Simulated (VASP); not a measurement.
Set up this calculation in VASP 6.6.1, as the native input.

- Task: single point
- Functional: LDA
- Potentials or basis: VASP PAW LDA potentials, release 64 (W_sv, Se)
- Cutoff: 500 eV
- k mesh: 6 × 6 × 6
- Occupations: gaussian, width 0.01 eV
- Spin: no spin polarisation
- Dipole correction: no
- Further INCAR settings: ALGO = Normal; EDIFF = 1e-06; NBANDS = 20

The structure of WSe2 lies in POSCAR:

```
WSe2
1.0
    1.6510739566      0.9532479933      6.5796479446
   -1.6510739566      0.9532479933      6.5796479446
    0.0000000000     -1.9064959866      6.5796479446
W Se
1 2
Direct
   -0.0000183143     -0.0000183143     -0.0000183143
    0.4176504316      0.4176504316      0.4176504316
    0.2490345494      0.2490345494      0.2490345494
```

The input as run:

INCAR

```
SYSTEM = WSe2
ALGO = Normal ; EDIFF = 1E-6
ENCUT = 500 ; GGA = CA
GGA_COMPAT = .FALSE. ; ISIF = 2
ISMEAR = 0 ; LASPH = .TRUE.
LCHARG = .FALSE. ; LREAL = .FALSE.
LWAVE = .FALSE. ; NBANDS = 20
NELM = 120 ; PREC = Accurate
SIGMA = 0.01
```

KPOINTS

```
k-points
0
G
  6 6 6
  0 0 0
```

Potentials or basis: VASP PAW LDA potentials, release 64 (W_sv, Se).

Run with:

```bash
$ cat potpaw_LDA.64/W_sv/POTCAR potpaw_LDA.64/Se/POTCAR > POTCAR
$ mpirun -np 1 vasp_std > vasp.out
```

It gave:

| Quantity | Value |
| --- | --- |
| Pressure | -3.5 GPa |
| Largest force | 0.173 eV/Å |
| Band gap on the k mesh | 1.02 eV (least direct gap 1.57 eV) |

Caveat: the cell stands under tension; spin-orbit coupling is left out, which moves the levels of the heavy elements.

Wall time 3.4 min on 1 thread of Intel Xeon 8259CL, with other jobs on the host, peak memory 0.28 GiB.
